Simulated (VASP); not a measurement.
Ge, 2 atoms in the cell. Symmetry: Fd-3m, No. 227, cubic system. Conventional cell: a = 5.658 Å, b = 5.658 Å, c = 5.658 Å, α = 90.00°, β = 90.00°, γ = 90.00°. Ge (site symmetry -43m) has 4 Ge at 2.45 Å within 3.2 Å. 

```yaml
Program: VASP 6.6.1
Task: relaxation of cell and atoms
Functional: RPBE
Potentials_or_basis: VASP PAW PBE potentials, release 64 (Ge_d)
Cutoff: 600 eV
k_mesh: 8 × 8 × 8
Occupations: fermi-dirac, width 0.05 eV
Spin: no spin polarisation
Dipole_correction: no
Further_INCAR_settings: ALGO = Normal; EDIFF = 1e-06; IBRION = 2; EDIFFG = -0.01; NSW = 60; ISIF = 3
```

Potentials or basis: VASP PAW PBE potentials, release 64 (Ge_d).

Run with:

```console
$ cat potpaw_PBE.64/Ge_d/POTCAR > POTCAR
$ mpirun -np 1 vasp_std > vasp.out
```

Hardware: 1 thread of Intel(R) Xeon(R) 6975P-C (Granite Rapids), on a shared host.

**Question.** How long does it take, and how much memory?

**Answer.** It took 21 s on 1 thread of Intel(R) Xeon(R) 6975P-C (Granite Rapids), on a shared host, peak memory 0.18 GiB. Counts: scf iterations 30, k points 29, ion steps 3.
